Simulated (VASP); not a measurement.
Write the native input for VASP 6.6.1 that does the following.

```
Task                   : single point
Functional             : r2SCAN
Potentials or basis    : VASP PAW PBE potentials, release 64 (Ti_sv, Co)
Cutoff                 : 520 eV
k mesh                 : 18 × 18 × 18
Occupations            : gaussian, width 0.1 eV
Spin                   : collinear spin, ferromagnetic start
Starting moments       : [1.0, 3.0] μB
Dipole correction      : no
Further INCAR settings : ALGO = Normal; EDIFF = 1e-06; NBANDS = 22
```

The system is TiCo.

```
Ti Co
1.0
     2.98510    0.00000    0.00000
     0.00000    2.98510    0.00000
     0.00000    0.00000    2.98510
Ti Co
1 1
Direct
  0.00000 0.00000 0.00000
  0.50000 0.50000 0.50000
```

These files were run (other wordings do the same):

POSCAR

```
TiCo
1.0
    2.9850974201      0.0000000000      0.0000000000
    0.0000000000      2.9850974201      0.0000000000
    0.0000000000      0.0000000000      2.9850974201
Ti Co
1 1
Direct
    0.0000000000      0.0000000000      0.0000000000
    0.5000000000      0.5000000000      0.5000000000
```

INCAR.step1

```
SYSTEM = TiCo
PREC = Accurate
ENCUT = 520
ISMEAR = 0
SIGMA = 0.1
LREAL = .False.
LASPH = .True.
NELM = 150
ISPIN = 2
MAGMOM = 1 3
LMAXMIX = 4
NBANDS = 22
GGA = PE
ALGO = Normal
EDIFF = 1E-4
LWAVE = .True.
LCHARG = .False.
```

INCAR.step2

```
SYSTEM = TiCo
PREC = Accurate
ENCUT = 520
EDIFF = 1E-6
ISMEAR = 0
SIGMA = 0.1
LREAL = .False.
LASPH = .True.
NELM = 150
ALGO = Normal
ISIF = 2
LWAVE = .False.
LCHARG = .True.
ISPIN = 2
MAGMOM = 1 3
LORBIT = 11
LMAXMIX = 4
METAGGA = R2SCAN
LMIXTAU = .True.
LELF = .True.
LVHAR = .True.
NBANDS = 22
ISTART = 1
```

KPOINTS

```
Automatic mesh
0
Gamma
  18 18 18
  0 0 0
```

Potentials or basis: VASP PAW PBE potentials, release 64 (Ti_sv, Co).

Run with:

```bash
$ cat potpaw_PBE.64/Ti_sv/POTCAR potpaw_PBE.64/Co/POTCAR > POTCAR
$ cp INCAR.step1 INCAR
$ mpirun -np 1 vasp_std > vasp.out
$ cp INCAR.step2 INCAR
$ mpirun -np 1 vasp_std > vasp.out
```

Results of the run:

The pressure is 0.8 GPa. The net moment is 0.89 μB per cell. The site moments are Ti -0.28; Co +1.37 μB. The valence electrons inside the program's atomic spheres are Ti 10.25; Co 8.32.

Caveat: the PAW data sets were made with another functional, which shifts forces and pressure a little.

Wall time 4.3 min on 1 thread of Intel(R) Xeon(R) 6975P-C (Granite Rapids), on a shared host, peak memory 0.31 GiB.
